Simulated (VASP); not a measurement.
Fe:

```
Fe
1.0
    -1.47130    1.47130    1.47130
     1.47130   -1.47130    1.47130
     1.47130    1.47130   -1.47130
Fe
1
Cartesian
  0.0000 0.0000 0.0000
```

Base run:

```yaml
Program: VASP 6.6.1
Functional: b88 exchange, pbe correlation
Potentials_or_basis: VASP PAW PBE potentials, release 64 (Fe_sv)
Cutoff: 690 eV
k_mesh: 13 × 13 × 13
Occupations: fermi-dirac, width 0.05 eV
Spin: collinear spin, ferromagnetic start
Starting_moments: "[3.0] μB"
```

Its results: pressure -15.0 GPa; net moment 2.49 μB per cell; site moments Fe +2.50 μB.

Q: The run is repeated on the same cell with these changes: functional from b88 exchange, pbe correlation to r2SCAN50; cutoff from 690 eV to 560 eV; k mesh from 13 × 13 × 13 to 7 × 7 × 7. What comes out?

A: Pressure -4.5 GPa; net moment 2.93 μB per cell; site moments Fe +3.36 μB.

Several settings changed at once.

Caveats: some runs use coarse meshes; the PAW data sets were made with another functional, which shifts forces and pressure a little; the cell stands under tension (at least some runs).
